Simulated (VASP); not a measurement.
Write the native input for VASP 6.6.1 that does the following.

```yaml
Task: single point
Functional: r2SCAN
Potentials_or_basis: VASP PAW PBE potentials, release 64 (Ni)
Cutoff: 520 eV
k_mesh: 17 × 17 × 9
Occupations: fermi-dirac, width 0.05 eV
Spin: collinear spin, ferromagnetic start
Starting_moments: "[0.767, 0.767] μB"
Dipole_correction: no
Further_INCAR_settings: ALGO = Normal; EDIFF = 1e-06; NBANDS = 21
```

Crystal: Ni.

```
Ni
1.0
     2.48121    0.00000    0.00000
    -1.24060    2.14879    0.00000
     0.00000    0.00000    4.11926
Ni
2
Direct
  0.33333 0.66667 0.25000
  0.66667 0.33333 0.75000
```

This cell differs from its parent crystal: volume scaled by 1.04.

The input as run:

POSCAR

```
Ni
1.0
    2.4812055483      0.0000000000      0.0000000000
   -1.2406027742      2.1487870369      0.0000000000
    0.0000000000      0.0000000000      4.1192642349
Ni
2
Direct
    0.3333333333      0.6666666667      0.2500000000
    0.6666666667      0.3333333333      0.7500000000
```

INCAR.step1

```
PREC = Accurate
ENCUT = 520
ISMEAR = -1
SIGMA = 0.05
LREAL = F
LASPH = T
NELM = 150
ISPIN = 2
MAGMOM = 0.767 0.767
LMAXMIX = 4
NBANDS = 21
GGA = PE
ALGO = Normal
EDIFF = 1E-4
LWAVE = T
LCHARG = F
```

INCAR.step2

```
PREC = Accurate
ENCUT = 520
EDIFF = 1E-6
ISMEAR = -1
SIGMA = 0.05
LREAL = F
LASPH = T
NELM = 150
ALGO = Normal
ISIF = 2
LWAVE = F
LCHARG = F
ISPIN = 2
MAGMOM = 0.767 0.767
LORBIT = 11
LMAXMIX = 4
METAGGA = R2SCAN
LMIXTAU = T
NBANDS = 21
ISTART = 1
```

KPOINTS

```
regular mesh
0
Gamma
  17 17 9
```

Potentials or basis: VASP PAW PBE potentials, release 64 (Ni).

The run is started by

```sh
$ cat potpaw_PBE.64/Ni/POTCAR > POTCAR
$ cp INCAR.step1 INCAR
$ mpirun -np 1 vasp_std > vasp.out
$ cp INCAR.step2 INCAR
$ mpirun -np 1 vasp_std > vasp.out
```

Results of the run:

```yaml
Pressure: -7.7 GPa
Net_moment: 1.37 μB per cell
Site_moments: Ni +0.71 μB
Valence_electrons_inside_the_program's_atomic_spheres: Ni 9.33
```

Caveat: the PAW data sets were made with another functional, which shifts forces and pressure a little.

Run time: 16 min on 1 thread of Oxide Virtual Turin-like Processor, with other jobs on the host, peak memory 0.19 GiB.
